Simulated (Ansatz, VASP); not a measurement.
**Be2ZnSe3: VASP beside Ansatz**

```xyz
12
Lattice="3.6749 0.0000 0.0000 0.8356 6.3789 0.0000 0.5340 0.7917 10.2645" Properties=species:S:1:pos:R:3 pbc="T T T"
Be    1.8361    2.8811    9.6417
Be    1.3326    0.8681    5.9883
Be    2.7362    1.2880    2.8647
Be    3.6292    6.0127    8.1533
Zn    0.9624    4.4138    4.0713
Zn    1.0098    5.6905    0.7899
Se    3.1442    1.6949    0.6576
Se    4.0574    5.8642    5.9340
Se    0.9643    2.0016    3.9925
Se    1.7961    5.0979    9.1225
Se    2.8480    5.4505    2.5740
Se    2.2754    1.7605    7.7974
```

Change from the starting cell: the structure that the rattled cell fell into.

Alike in both runs: task single point; functional PBE; k mesh 6 × 4 × 2; occupations gaussian, width 0.1 eV; no spin polarisation.

|  | VASP | Ansatz |
| --- | --- | --- |
| version | VASP 6.6.1 | Ansatz 0.2.0 |
| potentials or method | VASP PAW PBE potentials, release 64 (Be, Zn, Se), cutoff 520 eV | scalar-relativistic, plane waves, PAW |
| valence electrons in the cell | 68 | 128 |

|  | VASP | Ansatz | Ansatz less VASP |
| --- | --- | --- | --- |
| gap on the k mesh at the Fermi level (eV) | 0.90 | 0.91 | +0.005 |
| least direct gap on the mesh (eV) | 1.26 | 1.26 | 0.000 |
| pressure (GPa) | 0.2 | 0.0 | -0.18 |
| traceless stress, the component that is largest in VASP (GPa) | -0.08 | -0.09 | -0.013 |
| rms of the force components (eV/Å) | 0.010 | 0.007 | -0.0030 |

Atom by atom the forces differ by 0.006 eV/Å (rms over components). With one functional, cell and mesh, what is left measures potentials, basis and numerics. VASP's potentials hold 68 valence electrons a cell and Ansatz's 128, so a difference there can come from the potentials and not from the codes.
